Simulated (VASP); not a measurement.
A run of VASP 6.6.1:

Contents of INCAR:

```
PREC = Accurate
ENCUT = 520
EDIFF = 1E-6
ISMEAR = 0
SIGMA = 0.05
LREAL = F
LASPH = T
NELM = 80
ALGO = Normal
ISIF = 2
LWAVE = F
LCHARG = F
NBANDS = 18
```

KPOINTS

```
Automatic mesh
0
Gamma
  8 8 8
```

Contents of POSCAR:

```
HfO2
1.0
    0.0000000000      2.5008001766      2.5008001766
    2.5008001766      0.0000000000      2.5008001766
    2.5008001766      2.5008001766      0.0000000000
Hf O
1 2
Direct
   -0.0042294786      0.0042294786      0.0042294786
    0.2735924487      0.2264075513      0.2264075513
    0.7735924487      0.7264075513      0.7264075513
```

Potentials or basis: VASP PAW LDA potentials, release 64 (Hf_pv, O).

Command:

```console
$ cat potpaw_LDA.64/Hf_pv/POTCAR potpaw_LDA.64/O/POTCAR > POTCAR
$ mpirun -np 1 vasp_std > vasp.out
```

Hardware: 1 thread of Intel(R) Xeon(R) Platinum 8488C (Sapphire Rapids) (shared host).

Q: Estimate the wall time of this run.

A: It took 17 s on 1 thread of Intel(R) Xeon(R) Platinum 8488C (Sapphire Rapids), on a shared host, peak memory 0.16 GiB. Counts: scf iterations 12, k points 59.
